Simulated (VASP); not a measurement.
Ir3O, 4 atoms in the cell. The structure is cubic, space group Im-3m (No. 229). The conventional cell has a = 5.027 Å, b = 5.027 Å, c = 5.027 Å, α = 90.00°, β = 90.00°, γ = 90.00°. Ir (site symmetry 4/mmm) has 4 Ir at 2.51 Å and 2 O at 2.51 Å within 3.3 Å. Within 3.3 Å of O (site symmetry m-3m) lie 6 Ir at 2.51 Å. The cell was generated, and may not be a known phase.

```yaml
Program: VASP 6.6.1
Task: relaxation of cell and atoms
Functional: PBE
Potentials_or_basis: VASP PAW PBE potentials, release 64 (Ir, O)
Cutoff: 600 eV
k_mesh: 6 × 6 × 6
Occupations: gaussian, width 0.1 eV
Spin: collinear spin
Starting_moments: "[1.0, 1.0, 1.0, 0.0] μB"
Dipole_correction: no
Further_INCAR_settings: ALGO = Normal; EDIFF = 1e-07; IBRION = 2; EDIFFG = -0.04; NSW = 90; ISIF = 3
```

Potentials or basis: VASP PAW PBE potentials, release 64 (Ir, O).

Launch:

```sh
$ cat potpaw_PBE.64/Ir/POTCAR potpaw_PBE.64/O/POTCAR > POTCAR
$ mpirun -np 1 vasp_std > vasp.out
```

Hardware: 1 thread of Intel Xeon 8259CL (shared host).

Question: How long does it take, and how much memory?

Answer: Run time: 5.6 min on 1 thread of Intel Xeon 8259CL, with other jobs on the host, peak memory 0.27 GiB. Counts: scf iterations 39, k points 16, ion steps 3.
